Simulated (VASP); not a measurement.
Set up this calculation in VASP 6.6.1, as the native input.

```
Task                   : single point
Functional             : PBE
Potentials or basis    : VASP PAW PBE potentials, release 64 (V_sv)
Cutoff                 : 520 eV
k mesh                 : 15 × 15 × 15
Occupations            : methfessel-paxton, width 0.03 eV
Spin                   : no spin polarisation
Dipole correction      : no
Further INCAR settings : ALGO = Normal; EDIFF = 1e-06; NBANDS = 12
```

The structure of V lies in POSCAR:

```
V
1.0
   -1.4991761207      1.4991761207      1.4991761207
    1.4991761207     -1.4991761207      1.4991761207
    1.4991761207      1.4991761207     -1.4991761207
V
1
Direct
    0.0000000000      0.0000000000      0.0000000000
```

These files were run (other wordings do the same):

INCAR

```
ALGO     = Normal         # electronic algorithm
EDIFF    = 1E-6           # SCF threshold, eV
ENCUT    = 520            # plane-wave cutoff, eV
GGA      = PE             # functional
ISIF     = 2              # what is computed and relaxed
ISMEAR   = 1              # smearing method
LASPH    = T              # aspherical terms in the spheres
LCHARG   = F              # write CHGCAR
LREAL    = F              # projectors in reciprocal space
LWAVE    = F              # write WAVECAR
NBANDS   = 12             # bands
NELM     = 60             # most SCF steps
PREC     = Accurate       # precision mode
SIGMA    = 0.03           # smearing width, eV
```

KPOINTS

```
k-points
0
Gamma
  15 15 15
```

Potentials or basis: VASP PAW PBE potentials, release 64 (V_sv).

Launch:

```console
$ cat potpaw_PBE.64/V_sv/POTCAR > POTCAR
$ mpirun -np 1 vasp_std > vasp.out
```

It gave:

| Item | Value |
| --- | --- |
| Pressure | -0.4 GPa |

It took 26 s on 1 thread of Intel Xeon 8259CL, on a shared host, peak memory 0.13 GiB.
